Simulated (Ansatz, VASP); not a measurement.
# MgO: VASP beside Ansatz

```
Mg O
1.0
     0.00000    2.10850    2.10850
     2.10850    0.00000    2.10850
     2.10850    2.10850    0.00000
Mg O
1 1
Direct
  0.00000 0.00000 0.00000
  0.50000 0.50000 0.50000
```

Alike in both runs: task single point; functional r2SCAN; k mesh 8 × 8 × 8; occupations gaussian, width 0.1 eV; no spin polarisation.

|  | VASP | Ansatz |
| --- | --- | --- |
| version | VASP 6.6.1 | Ansatz 0.2.0 |
| potentials or method | VASP PAW PBE potentials, release 64 (Mg_sv, O), cutoff 660 eV | scalar-relativistic, plane waves, PAW |
| valence electrons in the cell | 16 | 16 |

Ansatz gave:

| Item | Value |
| --- | --- |
| gap on the k mesh at the Fermi level (eV) | 5.59 |
| least direct gap on the mesh (eV) | 5.59 |
| pressure (GPa) | -1.5 |

Task: Estimate VASP's values.

Result: gap on the k mesh at the Fermi level (eV): 5.62; least direct gap on the mesh (eV): 5.62; pressure (GPa): -1.6.

VASP's potentials were made for PBE, not for r2SCAN.
